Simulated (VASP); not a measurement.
## Y4I: single point with PBE

The system is Y4I.

```
CELL_PARAMETERS angstrom
5.35253 0.00000 0.00000
0.00000 5.35253 0.00000
0.00000 0.00000 5.35253
ATOMIC_POSITIONS crystal
Y 0.25000 0.25000 0.25000
Y 0.75000 0.75000 0.25000
Y 0.25000 0.75000 0.75000
Y 0.75000 0.25000 0.75000
I 0.00000 0.00000 0.00000
```

The cell was built from a structure type or drawn by symmetry, and may not be a known phase.

```yaml
Program: VASP 6.6.1
Task: single point
Functional: PBE
Potentials_or_basis: VASP PAW PBE potentials, release 64 (Y_sv, I)
Cutoff: 520 eV
k_mesh: 4 × 4 × 4
Occupations: gaussian, width 0.1 eV
Spin: no spin polarisation
```

```
Pressure               : 30.6 GPa
Band gap on the k mesh : zero (an odd number of electrons rules out a gap without spin polarisation)
```

Levels at points of the mesh, in eV from the Fermi level:
| k point | band 21 | band 22 | band 23 | band 24 | band 25 | band 26 | band 27 | band 28 | band 29 | band 30 |
| --- | --- | --- | --- | --- | --- | --- | --- | --- | --- | --- |
| (0.00, 0.00, 0.00) | -3.60 | -1.09 | -1.09 | -0.49 | -0.49 | -0.49 | 0.31 | 1.30 | 1.30 | 2.84 |
| (0.50, 0.00, 0.00) | -2.14 | -1.68 | -0.62 | -0.32 | -0.32 | -0.26 | -0.19 | 0.33 | 0.86 | 1.16 |
| (0.50, 0.50, 0.00) | -1.70 | -1.04 | -1.03 | -1.03 | -0.04 | 0.11 | 0.33 | 0.33 | 0.92 | 1.04 |
| (0.50, 0.50, 0.50) | -1.38 | -1.38 | -1.38 | -0.55 | 0.30 | 0.30 | 0.42 | 0.42 | 0.42 | 1.51 |

Run time: 36 s on 1 thread of AMD EPYC 9R45 96-Core Processor (Zen 5), on a shared host, peak memory 0.23 GiB.

Caveat: the cell stands under pressure; spin-orbit coupling is left out, which moves the levels of the heavy elements; an odd number of electrons without spin polarisation forces a metal; a magnetic or distorted state may lie lower.
